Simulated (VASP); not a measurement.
# Cu in VASP: a series of runs, part 2 of 2

VASP 6.6.1. Earlier steps stand in the parts before.

**5. Single point, r2SCAN**

POSCAR

```
Cu
1.0
   -1.4427933200      1.4427933200      1.3760814500
    1.4427933200     -1.4427933200      1.3760814500
    1.4427933200      1.4427933200     -1.3760814500
Cu
1
Direct
    0.0000000000      0.0000000000      0.0000000000
```

INCAR.step1

```
PREC = Accurate ; ENCUT = 520
ISMEAR = 0 ; SIGMA = 0.1
LREAL = F ; LASPH = T
NELM = 60 ; NBANDS = 12
GGA = PE ; ALGO = Normal
EDIFF = 1E-4 ; LWAVE = T
LCHARG = F
```

INCAR.step2

```
PREC = Accurate ; ENCUT = 520
EDIFF = 1E-6 ; ISMEAR = 0
SIGMA = 0.1 ; LREAL = F
LASPH = T ; NELM = 60
ALGO = Normal ; ISIF = 2
LWAVE = F ; LCHARG = F
METAGGA = R2SCAN ; LMIXTAU = T
NBANDS = 12 ; ISTART = 1
```

KPOINTS

```
regular mesh
0
Gamma
  8 8 8
```

Potentials or basis: VASP PAW PBE potentials, release 64 (Cu).

On the command line:

```
$ cat potpaw_PBE.64/Cu/POTCAR > POTCAR
$ cp INCAR.step1 INCAR
$ mpirun -np 1 vasp_std > vasp.out
$ cp INCAR.step2 INCAR
$ mpirun -np 1 vasp_std > vasp.out
```

OUTCAR:

```text
PREC = Accurate
   ENCUT = 520
   EDIFF = 1E-6
   ISMEAR = 0
   LREAL = F
   LASPH = T
   NELM = 60
   ISIF = 2
   METAGGA = R2SCAN
   ISTART = 1

 ion  position               nearest neighbor table
   1  0.000  0.000  0.000-

  LATTYP: Found a body centered tetragonal cell.
 ALAT       =     2.8855866400
 C/A-ratio  =     0.9537620052

  Lattice vectors:

 A1 = (  -1.4427933200,   1.4427933200,   1.3760814500)
[... 530 lines left out ...]
      2       3.5677      2.00000
      3       4.6694      2.00000
      4       5.5449      2.00000
      5       5.7164      2.00000
      6      10.0761      0.00000
      7      13.1623      0.00000
      8      20.3255      0.00000
      9      20.8091      0.00000
     10      37.1510      0.00000
     11      40.3841      0.00000
     12      44.8464      0.00000

 [... further k-points ...]
[... 5 lines left out ...]
  --------------------------------------------------------------------------------------
  -------------------------------------------------------------------------------------
  Total        0.0729938      0.0729938      0.1042622      0.0000000      0.0000000      0.0000000
  in kB       10.2066770     10.2066770     14.5789071      0.0000000      0.0000000      0.0000000
  external PRESSURE =      11.6640870 kB  Pullay stress =       0.0000000 kB

 VOLUME and BASIS-vectors are now :
 -----------------------------------------------------------------------------
  energy-cutoff  :      520.00
  volume of cell :       11.46
      direct lattice vectors                 reciprocal lattice vectors
    -1.442793320  1.442793320  1.376081450     0.000000000  0.346549983  0.363350585
     1.442793320 -1.442793320  1.376081450     0.346549983  0.000000000  0.363350585
     1.442793320  1.442793320 -1.376081450     0.346549983  0.346549983  0.000000000

 POSITION                                       TOTAL-FORCE (eV/Angst)
 -----------------------------------------------------------------------------------
      0.00000      0.00000      0.00000        -0.000000     -0.000000     -0.000000
 -----------------------------------------------------------------------------------
    total drift:                                0.000000     -0.000000      0.000000

  FREE ENERGIE OF THE ION-ELECTRON SYSTEM (eV)
  ---------------------------------------------------
  free  energy   TOTEN  =       -10.7541243449 eV

  energy  without entropy=      -10.7499250091  energy(sigma->0) =      -10.75202468
```

OSZICAR.step1:

```text
N       E                     dE             d eps       ncg     rms          rms(c)
DAV:   1     0.432148944157E+02    0.43215E+02   -0.53681E+03  1600   0.157E+03
DAV:   2    -0.306592963151E+01   -0.46281E+02   -0.42547E+02  1472   0.207E+02
DAV:   3    -0.455712476098E+01   -0.14912E+01   -0.14794E+01  1652   0.416E+01
DAV:   4    -0.456703519859E+01   -0.99104E-02   -0.99091E-02  1632   0.300E+00
DAV:   5    -0.456712939716E+01   -0.94199E-04   -0.94197E-04  1648   0.300E-01    0.773E+00
DAV:   6    -0.400123133974E+01    0.56590E+00   -0.13646E+01  1660   0.713E+01    0.378E+00
DAV:   7    -0.365644373371E+01    0.34479E+00   -0.21617E+00  1668   0.280E+01    0.640E-01
DAV:   8    -0.364335716122E+01    0.13087E-01   -0.50922E-03  1764   0.795E-01    0.255E-01
DAV:   9    -0.364219542156E+01    0.11617E-02   -0.66559E-03  1732   0.141E+00    0.310E-02
DAV:  10    -0.364219695794E+01   -0.15364E-05   -0.36746E-05   912   0.116E-01
   1 F= -.36421970E+01 E0= -.36398616E+01  d E =-.467081E-02
```

Run time: 66 s. Hardware: 1 thread of AMD EPYC 7R43 (Zen 3), shared host; peak memory 0.09 GiB.

Results:

```
Free energy : -10.7541 eV
Pressure    : 1.2 GPa
```

Stress tensor (GPa, compression positive):
```
1.02 0.00 0.00
0.00 1.02 0.00
0.00 0.00 1.46
```

Levels at points of the mesh, in eV from the Fermi level:
| k point | band 3 | band 4 | band 5 | band 6 | band 7 | band 8 | band 9 | band 10 |
| --- | --- | --- | --- | --- | --- | --- | --- | --- |
| (0.00, 0.00, 0.00) | -3.33 | -3.33 | -2.45 | -2.25 | 25.77 | 25.77 | 27.09 | 30.06 |
| (0.50, 0.00, 0.00) | -2.37 | -2.14 | -1.55 | -0.63 | 4.87 | 18.04 | 18.33 | 22.06 |
| (0.50, 0.50, 0.00) | -2.52 | -2.29 | -1.58 | -1.03 | 4.33 | 19.31 | 19.81 | 23.29 |
| (0.50, 0.50, 0.50) | -1.75 | -1.75 | -1.70 | 8.11 | 8.11 | 10.04 | 13.62 | 14.35 |

Caveat: the k points lie up to 0.39 Å⁻¹ apart; the PAW data sets were made with another functional, which shifts forces and pressure a little.

**6. Single point, r2SCAN**

POSCAR is that of step 5.

INCAR.step1

```
SYSTEM = Cu
PREC = Accurate
ENCUT = 520
ISMEAR = 0
SIGMA = 0.1
LREAL = .False.
LASPH = .True.
NELM = 60
NBANDS = 12
GGA = PE
ALGO = Normal
EDIFF = 1E-4
LWAVE = .True.
LCHARG = .False.
```

INCAR.step2

```
SYSTEM = Cu
PREC = Accurate
ENCUT = 520
EDIFF = 1E-6
ISMEAR = 0
SIGMA = 0.1
LREAL = .False.
LASPH = .True.
NELM = 60
ALGO = Normal
ISIF = 2
LWAVE = .False.
LCHARG = .False.
METAGGA = R2SCAN
LMIXTAU = .True.
NBANDS = 12
ISTART = 1
```

KPOINTS

```
Automatic mesh
0
Gamma
  10 10 10
  0 0 0
```

Potentials or basis: VASP PAW PBE potentials, release 64 (Cu).

On the command line:

```
$ cat potpaw_PBE.64/Cu/POTCAR > POTCAR
$ cp INCAR.step1 INCAR
$ mpirun -np 1 vasp_std > vasp.out
$ cp INCAR.step2 INCAR
$ mpirun -np 1 vasp_std > vasp.out
```

Wall time 78 s (1 thread of AMD EPYC 7R43 (Zen 3), shared host); peak memory 0.09 GiB.

Results (log left out):

| Quantity | Value |
| --- | --- |
| Free energy | -10.7697 eV |
| Pressure | 1.0 GPa |

Stress tensor (GPa, compression positive):
```
1.36 0.00 0.00
0.00 1.36 0.00
0.00 0.00 0.24
```

Levels at points of the mesh, in eV from the Fermi level:
| k point | band 3 | band 4 | band 5 | band 6 | band 7 | band 8 | band 9 | band 10 |
| --- | --- | --- | --- | --- | --- | --- | --- | --- |
| (0.00, 0.00, 0.00) | -3.28 | -3.28 | -2.40 | -2.20 | 25.83 | 25.83 | 27.15 | 30.12 |
| (0.50, 0.00, 0.00) | -2.32 | -2.09 | -1.50 | -0.57 | 4.92 | 18.10 | 18.38 | 22.11 |
| (0.50, 0.50, 0.00) | -2.47 | -2.23 | -1.53 | -0.96 | 4.38 | 19.38 | 19.87 | 23.35 |
| (0.50, 0.50, 0.50) | -1.70 | -1.70 | -1.64 | 8.16 | 8.16 | 10.09 | 13.69 | 14.40 |

Caveat: the PAW data sets were made with another functional, which shifts forces and pressure a little.

**7. The runs side by side**

```csv
cell,k mesh,gap on the mesh (eV),pressure (GPa)
"a = 2.461 Å, angles 108.2, 108.2, 112.0°, 1 atom",4 × 4 × 4,none,0.3
"a = 2.461 Å, angles 108.2, 108.2, 112.0°, 1 atom",6 × 6 × 6,none,1.5
"a = 2.449, b = 2.457, c = 2.476 Å, angles 107.7, 108.1, 112.5°, 1 atom",4 × 4 × 4,none,0.2
"a = 2.461 Å, angles 108.2, 108.2, 112.0°, 1 atom",8 × 8 × 8,none,1.2
"a = 2.461 Å, angles 108.2, 108.2, 112.0°, 1 atom",10 × 10 × 10,none,1.0
```

Alike in all rows: task single point; level r2SCAN; potentials or basis VASP PAW PBE potentials, release 64 (Cu); no spin polarisation; cutoff (eV) 520; smearing gaussian 0.1 eV.

Caveats: some runs use coarse meshes; the PAW data sets were made with another functional, which shifts forces and pressure a little.

Total energies depend on the potentials used, so only differences within one code and one set of settings carry meaning.
